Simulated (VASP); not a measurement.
# Rh (Fm-3m) in VASP: notebook

Rh is run at these levels: r2SCAN; tasks: single point.

All numbers are computed with VASP 6.6.1; they aren't measurements. Logs are shortened: lines on timing, memory, paths and dates and some standing lists are left out, and cuts for length are marked.

## Step 1: The cell of the first run

It takes space group Fm-3m (No. 225, cubic). Conventional cell: a = 3.802 Å, b = 3.802 Å, c = 3.802 Å, α = 90.00°, β = 90.00°, γ = 90.00°. Within 3.5 Å of Rh (site symmetry m-3m) lie 12 Rh at 2.69 Å.

## Step 2: Single point, r2SCAN

POSCAR reads:

```
Rh
1.0
    0.0000000000      1.9008071574      1.9008071574
    1.9008071574      0.0000000000      1.9008071574
    1.9008071574      1.9008071574      0.0000000000
Rh
1
Direct
    0.0000000000      0.0000000000      0.0000000000
```

INCAR.step1 reads:

```
PREC = Accurate
ENCUT = 680
ISMEAR = 1
SIGMA = 0.2
LREAL = F
LASPH = T
NELM = 120
NBANDS = 14
GGA = PE
ALGO = Normal
EDIFF = 1E-5
LWAVE = T
LCHARG = F
GGA_COMPAT = F
```

INCAR.step2 reads:

```
PREC = Accurate
ENCUT = 680
EDIFF = 1E-6
ISMEAR = 1
SIGMA = 0.2
LREAL = F
LASPH = T
NELM = 120
ALGO = Normal
ISIF = 2
LWAVE = F
LCHARG = F
METAGGA = R2SCAN
LMIXTAU = T
NBANDS = 14
ISTART = 1
GGA_COMPAT = F
```

KPOINTS reads:

```
regular mesh
0
Gamma
  14 14 14
```

Potentials or basis: VASP PAW PBE potentials, release 64 (Rh_sv_GW).

The run is started by

```sh
$ cat potpaw_PBE.64/Rh_sv_GW/POTCAR > POTCAR
$ cp INCAR.step1 INCAR
$ mpirun -np 1 vasp_std > vasp.out
$ cp INCAR.step2 INCAR
$ mpirun -np 1 vasp_std > vasp.out
```

OUTCAR:

```text
PREC = Accurate
   ENCUT = 680
   EDIFF = 1E-6
   ISMEAR = 1
   LREAL = F
   LASPH = T
   NELM = 120
   ISIF = 2
   METAGGA = R2SCAN
   ISTART = 1

 ion  position               nearest neighbor table
   1  0.000  0.000  0.000-

  LATTYP: Found a face centered cubic cell.
 ALAT       =     3.8016143148

  Lattice vectors:

 A1 = (   0.0000000000,   1.9008071574,   1.9008071574)
 A2 = (   1.9008071574,   0.0000000000,   1.9008071574)
 A3 = (   1.9008071574,   1.9008071574,   0.0000000000)

Analysis of symmetry for initial positions (statically):
=====================================================================
 Subroutine PRICEL returns:
 Original cell was already a primitive cell.

 Routine SETGRP: Setting up the symmetry group for a
 face centered cubic supercell.

 Subroutine GETGRP returns: Found 48 space group operations
 (whereof 48 operations were pure point group operations)
 out of a pool of 48 trial point group operations.

The static configuration has the point symmetry O_h .

Analysis of symmetry for dynamics (positions and initial velocities):
=====================================================================
 Subroutine PRICEL returns:
 Original cell was already a primitive cell.

 Routine SETGRP: Setting up the symmetry group for a
 face centered cubic supercell.

 Subroutine GETGRP returns: Found 48 space group operations
 (whereof 48 operations were pure point group operations)
 out of a pool of 48 trial point group operations.

The dynamic configuration has the point symmetry O_h .

 Subroutine INISYM returns: Found 48 space group operations
 (whereof 48 operations are pure point group operations),
 and found     1 'primitive' translations

----------------------------------------------------------------------------------------

                                     Primitive cell

  volume of cell :      13.7355

  direct lattice vectors                    reciprocal lattice vectors
     0.000000000  1.900807157  1.900807157    -0.263046148  0.263046148  0.263046148
     1.900807157  0.000000000  1.900807157     0.263046148 -0.263046148  0.263046148
     1.900807157  1.900807157  0.000000000     0.263046148  0.263046148 -0.263046148

  length of vectors
     2.688147261  2.688147261  2.688147261     0.455609292  0.455609292  0.455609292

  position of ions in fractional coordinates (direct lattice)
     0.000000000  0.000000000  0.000000000

  ion indices of the primitive-cell ions
   primitive index   ion index
                 1           1

----------------------------------------------------------------------------------------

 KPOINTS: regular mesh

Automatic generation of k-mesh.
 Grid dimensions read from file:
 generate k-points for:   14   14   14

 Generating k-lattice:

  Cartesian coordinates                     Fractional coordinates (reciprocal lattice)
    -0.018789011  0.018789011  0.018789011     0.071428571  0.000000000  0.000000000
     0.018789011 -0.018789011  0.018789011     0.000000000  0.071428571  0.000000000
     0.018789011  0.018789011 -0.018789011     0.000000000  0.000000000  0.071428571

  Length of vectors
     0.032543521  0.032543521  0.032543521

  Shift w.r.t. Gamma in fractional coordinates (k-lattice)
     0.000000000  0.000000000  0.000000000

 Subroutine IBZKPT returns following result:
 ===========================================

 Found    104 irreducible k-points:

 Following reciprocal coordinates:
            Coordinates               Weight
  0.000000  0.000000  0.000000      1.000000
  0.071429  0.000000  0.000000      8.000000
  0.142857  0.000000  0.000000      8.000000
  0.214286  0.000000  0.000000      8.000000
  0.285714  0.000000  0.000000      8.000000
  0.357143  0.000000  0.000000      8.000000
[... 16 lines left out ...]
  0.214286  0.142857  0.000000     24.000000
  0.285714  0.142857  0.000000     24.000000
 [... further k-points ...]
   k-points           NKPTS =    104   k-points in BZ     NKDIM =    104   number of bands    NBANDS=     14
   number of dos      NEDOS =    301   number of ions     NIONS =      1
   total plane-waves  NPLWV =  13824
   dimension x,y,z NGX =    24 NGY =   24 NGZ =   24
   dimension x,y,z NGXF=    48 NGYF=   48 NGZF=   48
   ions per type =               1
   NGX,Y,Z   is equivalent  to a cutoff of  14.84, 14.84, 14.84 a.u.
   NGXF,Y,Z  is equivalent  to a cutoff of  29.69, 29.69, 29.69 a.u.
 SYSTEM =  unknown system
   PREC   = accura    normal or accurate (medium, high low for compatibility)
   ISTART =      1    job   : 0-new  1-cont  2-samecut
   ICHARG =      0    charge: 1-file 2-atom 10-const
   ISPIN  =      1    spin polarized calculation?
   LNONCOLLINEAR =      F non collinear calculations
   LSORBIT =      F    spin-orbit coupling
   LASPH  =      T    aspherical Exc in radial PAW
   ENCUT  =  680.0 eV  49.98 Ry    7.07 a.u.   5.72  5.72  5.72*2*pi/ulx,y,z
   NELM   =    120;   NELMIN=  2; NELMDL=  0     # of ELM steps
   EDIFF  = 0.1E-05   stopping-criterion for ELM
   LREAL  =      F    real-space projection
   EDIFFG = 0.1E-04   stopping-criterion for IOM
   NSW    =      0    number of steps for IOM
   IBRION =     -1    ionic relax: 0-MD 1-quasi-New 2-CG
   NFREE  =      0    steps in history (QN), initial steepest desc. (CG)
   ISIF   =      2    stress and relaxation
   ISYM   =      2    0-nonsym 1-usesym 2-fastsym
   POTIM  = 0.5000    time-step for ionic-motion
   TEBEG  =    0.0;   TEEND  =   0.0 temperature during run
   PSTRESS=    0.0 pullay stress
   NELECT =      17.0000    total number of electrons
   NUPDOWN=      -1.0000    fix difference up-down
   EMIN   =  10.00;   EMAX   =-10.00  energy-range for DOS
   EFERMI =   0.00;   METHOD = LEGACY
   ISMEAR =     1;   SIGMA  =   0.20  broadening in eV -4-tet -1-fermi 0-gaus
   EFERMI_NEDOS =   21; number of points for ismear=-14 and -15
   IALGO  =     38    algorithm
   IMIX   =      4    mixing-type and parameters
     AMIX     =   0.40;   BMIX     =  1.00
     AMIX_MAG =   1.60;   BMIX_MAG =  1.00
  volume/ion in A,a.u.               =      13.74        92.69
  Fermi-wavevector in a.u.,A,eV,Ry     =   1.757693  3.321559 42.035002  3.089486
  Thomas-Fermi vector in A             =   2.826998
   LORBIT       =      0    0 simple, 1 ext, 2 COOP (PROOUT), +10 PAW based schemes
   METAGGA = R2SCAN    functional components
   LHFCALC =     F    Hartree Fock is set to
   AEXX    =    0.0000 exact exchange contribution
   IVDW    =     0    specifies the selected vdW correction
   LEPSILON=     F    determine dielectric tensor
   LRPA    =     F    only Hartree local field effects (RPA)
 non-spin polarized calculation
 Methfessel and Paxton  Order N= 1 SIGMA  =   0.20
  energy-cutoff  :      680.00
  volume of cell :       13.74
 maximum number of plane-waves:       568
   NGX = 11   NGY = 11   NGZ = 11

 number of electron      17.0000001 magnetization

 Free energy of the ion-electron system (eV)
  ---------------------------------------------------
  ext. energy  EPLUGINS =         0.00000000
  ---------------------------------------------------
  free energy    TOTEN  =       -23.28728794 eV

  energy without entropy =      -23.28851965  energy(sigma->0) =      -23.28769851

 E-fermi :  10.6930     XC(G=0): -15.2749

 val. band max:       10.6497467068   @ k =   0.3571   0.0000   0.0000
 cond. band min:      10.6966593858   @ k =  -0.2857   0.3571   0.0714
 fundamental gap:      0.0469126790
 Fermi energy:        10.6930409466

 k-point     1 :       0.0000    0.0000    0.0000
  band No.  band energies     occupation
      1     -70.4551      2.00000
      2     -37.0833      2.00000
      3     -37.0833      2.00000
      4     -37.0833      2.00000
      5       2.5492      2.00000
      6       7.5419      2.00000
      7       7.5419      2.00000
      8       7.5419      2.00000
      9       9.6403      2.00000
     10       9.6403      2.00000
     11      27.1714      0.00000
     12      32.8223      0.00000
     13      32.8223      0.00000
     14      32.8223      0.00000

 k-point     2 :       0.0714    0.0000    0.0000
  band No.  band energies     occupation
      1     -70.4491      2.00000
      2     -37.1234      2.00000
      3     -37.0887      2.00000
      4     -37.0887      2.00000
      5       2.7623      2.00000
      6       7.4483      2.00000
      7       7.6243      2.00000
      8       7.6243      2.00000
      9       9.5956      2.00000
     10       9.5956      2.00000
     11      27.4751      0.00000
     12      31.7965      0.00000
     13      33.1317      0.00000
     14      33.1317      0.00000

 k-point     3 :       0.1429    0.0000    0.0000
  band No.  band energies     occupation
      1     -70.4321      2.00000
      2     -37.2348      2.00000
      3     -37.1038      2.00000
      4     -37.1038      2.00000
      5       3.3501      2.00000
      6       7.2498      2.00000
      7       7.8131      2.00000
      8       7.8131      2.00000
      9       9.5311      2.00000
     10       9.5311      2.00000
     11      28.2106      0.00000
     12      29.8200      0.00000
     13      34.0130      0.00000
     14      34.0130      0.00000

 k-point     4 :       0.2143    0.0000    0.0000
  band No.  band energies     occupation
      1     -70.4074      2.00000
      2     -37.3939      2.00000
      3     -37.1255      2.00000
      4     -37.1255      2.00000
      5       4.0964      2.00000
      6       7.2259      2.00000
      7       7.9245      2.00000
      8       7.9245      2.00000
      9       9.6505      2.00000
     10       9.6505      2.00000
     11      27.6100      0.00000
     12      28.8704      0.00000
     13      35.3116      0.00000
     14      35.3116      0.00000

 k-point     5 :       0.2857    0.0000    0.0000
  band No.  band energies     occupation
      1     -70.3800      2.00000
      2     -37.5682      2.00000
      3     -37.1496      2.00000
      4     -37.1496      2.00000
      5       4.5399      2.00000
      6       7.8285      2.00000
      7       7.8285      2.00000
      8       7.8734      2.00000
      9      10.0798      2.00013
     10      10.0798      2.00013
     11      25.3518      0.00000
[... 276 lines left out ...]
 k-point    22 :       0.1429    0.1429    0.0000
  band No.  band energies     occupation
      1     -70.4244      2.00000
      2     -37.2299      2.00000
      3     -37.1379      2.00000
      4     -37.1379      2.00000
      5       3.6212      2.00000
      6       6.8531      2.00000
      7       8.1178      2.00000
      8       8.1178      2.00000
      9       8.9568      2.00000
     10       9.9128      2.00000
     11      28.7195      0.00000
     12      30.9587      0.00000
     13      32.7016      0.00000
     14      32.7016      0.00000

 k-point    23 :       0.2143    0.1429    0.0000
  band No.  band energies     occupation
      1     -70.4060      2.00000
      2     -37.3332      2.00000
      3     -37.1651      2.00000
      4     -37.1586      2.00000
      5       4.2292      2.00000
      6       6.5680      2.00000
      7       8.2150      2.00000
      8       8.3807      2.00000
      9       8.9894      2.00000
     10      10.0750      2.00011
     11      29.3304      0.00000
     12      29.7095      0.00000
     13      32.4789      0.00000
     14      33.0309      0.00000

 k-point    24 :       0.2857    0.1429    0.0000
  band No.  band energies     occupation
      1     -70.3820      2.00000
      2     -37.4757      2.00000
      3     -37.1921      2.00000
      4     -37.1836      2.00000
      5       4.8704      2.00000
      6       6.4941      2.00000
      7       7.8726      2.00000
      8       8.4714      2.00000
      9       9.7826      2.00000
     10      10.4079      2.06160
     11      27.3923      0.00000
     12      29.7223      0.00000
     13      32.2042      0.00000
     14      33.4025      0.00000

 [... further k-points ...]

------------------------ aborting loop because EDIFF is reached ----------------------------------------

  FORCE on cell =-STRESS in cart. coord.  units (eV):
  Direction    XX          YY          ZZ          XY          YZ          ZX
  --------------------------------------------------------------------------------------
  -------------------------------------------------------------------------------------
  Total       -0.0303938     -0.0303938     -0.0303938     -0.0000000     -0.0000000      0.0000000
  in kB       -3.5452826     -3.5452826     -3.5452826     -0.0000000     -0.0000000      0.0000000
  external PRESSURE =      -3.5452826 kB  Pullay stress =       0.0000000 kB

 VOLUME and BASIS-vectors are now :
 -----------------------------------------------------------------------------
  energy-cutoff  :      680.00
  volume of cell :       13.74
      direct lattice vectors                 reciprocal lattice vectors
     0.000000000  1.900807157  1.900807157    -0.263046148  0.263046148  0.263046148
     1.900807157  0.000000000  1.900807157     0.263046148 -0.263046148  0.263046148
     1.900807157  1.900807157  0.000000000     0.263046148  0.263046148 -0.263046148

 POSITION                                       TOTAL-FORCE (eV/Angst)
 -----------------------------------------------------------------------------------
      0.00000      0.00000      0.00000        -0.000000     -0.000000     -0.000000
 -----------------------------------------------------------------------------------
    total drift:                                0.000000      0.000000      0.000000

  FREE ENERGIE OF THE ION-ELECTRON SYSTEM (eV)
  ---------------------------------------------------
  free  energy   TOTEN  =       -23.2872879386 eV

  energy  without entropy=      -23.2885196459  energy(sigma->0) =      -23.28769851
```

Wall time 58 s (1 thread of Intel Xeon Platinum 8488C (Sapphire Rapids), shared host); peak memory 0.17 GiB.

What came out:

| Item | Value |
| --- | --- |
| Free energy | -23.2873 eV |
| Pressure | -0.4 GPa |
| Band gap on the k mesh | zero (an odd number of electrons rules out a gap without spin polarisation) |

Caveat: the PAW data sets were made with another functional, which shifts forces and pressure a little.

## Step 3: Single point, r2SCAN

POSCAR is that of step 2.

INCAR.step1 reads:

```
SYSTEM = Rh
PREC = Accurate ; ENCUT = 680
ISMEAR = -1 ; SIGMA = 0.1
LREAL = .FALSE. ; LASPH = .TRUE.
NELM = 120 ; NBANDS = 14
GGA = PE ; ALGO = Normal
EDIFF = 1E-5 ; LWAVE = .TRUE.
LCHARG = .FALSE. ; GGA_COMPAT = .FALSE.
```

INCAR.step2 reads:

```
SYSTEM = Rh
PREC = Accurate ; ENCUT = 680
EDIFF = 1E-6 ; ISMEAR = -1
SIGMA = 0.1 ; LREAL = .FALSE.
LASPH = .TRUE. ; NELM = 120
ALGO = Normal ; ISIF = 2
LWAVE = .FALSE. ; LCHARG = .FALSE.
METAGGA = R2SCAN ; LMIXTAU = .TRUE.
NBANDS = 14 ; ISTART = 1
GGA_COMPAT = .FALSE.
```

KPOINTS reads:

```
Automatic mesh
0
G
  14 14 14
  0 0 0
```

Potentials or basis: VASP PAW PBE potentials, release 64 (Rh_sv_GW).

The run is started by

```sh
$ cat potpaw_PBE.64/Rh_sv_GW/POTCAR > POTCAR
$ cp INCAR.step1 INCAR
$ mpirun -np 1 vasp_std > vasp.out
$ cp INCAR.step2 INCAR
$ mpirun -np 1 vasp_std > vasp.out
```

Wall time 1.8 min (1 thread of Intel Xeon Platinum 8175M at 2.50GHz (Skylake/Cascade Lake), shared host); peak memory 0.17 GiB.

Results (log left out):

```yaml
Free_energy: -23.3067 eV
Pressure: 0.1 GPa
Band_gap_on_the_k_mesh: zero (an odd number of electrons rules out a gap without spin polarisation)
```

Levels at points of the mesh, in eV from the Fermi level:
```tsv
k point	band 5	band 6	band 7	band 8	band 9	band 10	band 11	band 12
(0.00, 0.00, 0.00)	-8.15	-3.16	-3.16	-3.16	-1.06	-1.06	16.47	22.12
(0.50, 0.00, 0.00)	-6.32	-3.27	-3.27	0.60	0.60	0.91	9.12	16.08
(0.50, 0.50, 0.00)	-6.54	-6.16	0.52	1.06	1.06	3.49	12.90	13.97
```

Caveat: the PAW data sets were made with another functional, which shifts forces and pressure a little.

## Step 4: Single point, r2SCAN

POSCAR is that of step 3.

INCAR.step1 reads:

```
PREC = Accurate ; ENCUT = 680
ISMEAR = -1 ; SIGMA = 0.01
LREAL = F ; LASPH = T
NELM = 120 ; NBANDS = 14
GGA = PE ; ALGO = Normal
EDIFF = 1E-5 ; LWAVE = T
LCHARG = F ; GGA_COMPAT = F
```

INCAR.step2 reads:

```
PREC = Accurate ; ENCUT = 680
EDIFF = 1E-6 ; ISMEAR = -1
SIGMA = 0.01 ; LREAL = F
LASPH = T ; NELM = 120
ALGO = Normal ; ISIF = 2
LWAVE = F ; LCHARG = F
METAGGA = R2SCAN ; LMIXTAU = T
NBANDS = 14 ; ISTART = 1
GGA_COMPAT = F
```

KPOINTS reads:

```
Automatic mesh
0
Gamma
  14 14 14
```

The run is started by

```sh
$ cat potpaw_PBE.64/Rh_sv_GW/POTCAR > POTCAR
$ cp INCAR.step1 INCAR
$ mpirun -np 1 vasp_std > vasp.out
$ cp INCAR.step2 INCAR
$ mpirun -np 1 vasp_std > vasp.out
```

Run time: 4.2 min. Hardware: 1 thread of AMD EPYC, shared host; peak memory 0.15 GiB.

It converged, with:

| Property | Result |
| --- | --- |
| Free energy | -23.2868 eV |
| Pressure | -0.3 GPa |
| Band gap on the k mesh | zero (an odd number of electrons rules out a gap without spin polarisation) |

Levels at points of the mesh, in eV from the Fermi level:
| k point | band 6 | band 7 | band 8 | band 9 | band 10 | band 11 |
| --- | --- | --- | --- | --- | --- | --- |
| (0.00, 0.00, 0.00) | -3.13 | -3.13 | -3.13 | -1.03 | -1.03 | 16.50 |
| (0.50, 0.00, 0.00) | -3.25 | -3.25 | 0.63 | 0.63 | 0.93 | 9.15 |
| (0.50, 0.50, 0.00) | -6.13 | 0.55 | 1.09 | 1.09 | 3.52 | 12.93 |

Caveat: the PAW data sets were made with another functional, which shifts forces and pressure a little.

## Step 5: The runs side by side

```tsv
smearing	gap on the mesh (eV)	pressure (GPa)
methfessel-paxton 0.2 eV	none	-0.4
fermi-dirac 0.1 eV	none	0.1
fermi-dirac 0.01 eV	none	-0.3
```

Alike in all rows: task single point; level r2SCAN; potentials or basis VASP PAW PBE potentials, release 64 (Rh_sv_GW); no spin polarisation; cell as given; k mesh 14 × 14 × 14; cutoff (eV) 680.

Caveats: the PAW data sets were made with another functional, which shifts forces and pressure a little.

Total energies depend on the potentials used, so only differences within one code and one set of settings carry meaning.

The gap in the log of VASP goes by the Fermi energy; the results here count the filled bands.